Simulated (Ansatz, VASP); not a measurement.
**Zn in VASP and in Ansatz**

Contents of POSCAR:

```
Zn
1.0
    0.0000000000      2.0404175583      2.0404175583
    2.0404175583      0.0000000000      2.0404175583
    2.0404175583      2.0404175583      0.0000000000
Zn
1
Direct
    0.0000000000      0.0000000000      0.0000000000
```

INCAR.step1

```
SYSTEM = Zn
PREC = Accurate ; ENCUT = 520
ISMEAR = 1 ; SIGMA = 0.1
LREAL = .FALSE. ; LASPH = .TRUE.
NELM = 80 ; NBANDS = 12
GGA = PE ; ALGO = Normal
EDIFF = 1E-4 ; LWAVE = .TRUE.
LCHARG = .FALSE.
```

File INCAR.step2:

```
SYSTEM = Zn
PREC = Accurate ; ENCUT = 520
EDIFF = 1E-6 ; ISMEAR = 1
SIGMA = 0.1 ; LREAL = .FALSE.
LASPH = .TRUE. ; NELM = 80
ALGO = Normal ; ISIF = 2
LWAVE = .FALSE. ; LCHARG = .FALSE.
METAGGA = R2SCAN ; LMIXTAU = .TRUE.
NBANDS = 12 ; ISTART = 1
```

File KPOINTS:

```
Automatic mesh
0
G
  10 10 10
  0 0 0
```

Input for Ansatz:

```yaml
crystal:
  lattice:
    - [0.0, 2.040417558291721, 2.040417558291721]
    - [2.040417558291721, 0.0, 2.040417558291721]
    - [2.040417558291721, 2.040417558291721, 0.0]
  atoms:
    - { symbol: Zn, position: [0.0, 0.0, 0.0] }
basis:
  ecutwfc: 517.016338673772
kpoints:
  mp_grid:
    grid: [10, 10, 10]
hamiltonian:
  xc: r2scan
scf:
  occupations:
    method: cold
    width: 0.1
output:
  stress: true
```

Alike in both runs: task single point; functional r2SCAN; k mesh 10 × 10 × 10; no spin polarisation.

|  | VASP | Ansatz |
| --- | --- | --- |
| version | VASP 6.6.1 | Ansatz 0.2.0 |
| potentials or method | VASP PAW PBE potentials, release 64 (Zn), cutoff 520 eV | plane waves, PAW |
| occupations | methfessel-paxton of order 1, width 0.1 eV | cold, width 0.1 eV |
| valence electrons in the cell | 12 | 12 |

```tsv
	VASP	Ansatz	Ansatz less VASP
pressure (GPa)	-9.3	-9.6	-0.23
```

VASP's potentials were made for PBE, not for r2SCAN.
